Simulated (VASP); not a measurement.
Here is a VASP 6.6.1 calculation.

File POSCAR:

```
TiO2
1.0
    0.0000000000      2.3968295068      2.3968295068
    2.3968295068      0.0000000000      2.3968295068
    2.3968295068      2.3968295068      0.0000000000
Ti O
1 2
Direct
    0.0000000000      0.0000000000      0.0000000000
    0.7500000000      0.7500000000      0.7500000000
    0.2500000000      0.2500000000      0.2500000000
```

File INCAR.step1:

```
PREC = Accurate
ENCUT = 520
ISMEAR = 0
SIGMA = 0.01
LREAL = F
LASPH = T
NELM = 80
NBANDS = 19
GGA = PE
ALGO = Normal
EDIFF = 1E-4
LWAVE = T
LCHARG = F
```

Contents of INCAR.step2:

```
PREC = Accurate
ENCUT = 520
EDIFF = 1E-6
ISMEAR = 0
SIGMA = 0.01
LREAL = F
LASPH = T
NELM = 80
ALGO = Normal
ISIF = 2
LWAVE = F
LCHARG = F
METAGGA = R2SCAN
LMIXTAU = T
NBANDS = 19
ISTART = 1
```

Contents of KPOINTS:

```
regular mesh
0
Gamma
  10 10 10
```

Potentials or basis: VASP PAW PBE potentials, release 64 (Ti_sv, O).

Launch:

```sh
$ cat potpaw_PBE.64/Ti_sv/POTCAR potpaw_PBE.64/O/POTCAR > POTCAR
$ cp INCAR.step1 INCAR
$ mpirun -np 1 vasp_std > vasp.out
$ cp INCAR.step2 INCAR
$ mpirun -np 1 vasp_std > vasp.out
```

Task: Predict the band gap on the k mesh.

Result: 1.55 eV (least direct gap 2.24 eV).

Task: Estimate the pressure.

Result: 1.6 GPa.

Caveat: the PAW data sets were made with another functional, which shifts forces and pressure a little. A k mesh can miss the band edges.
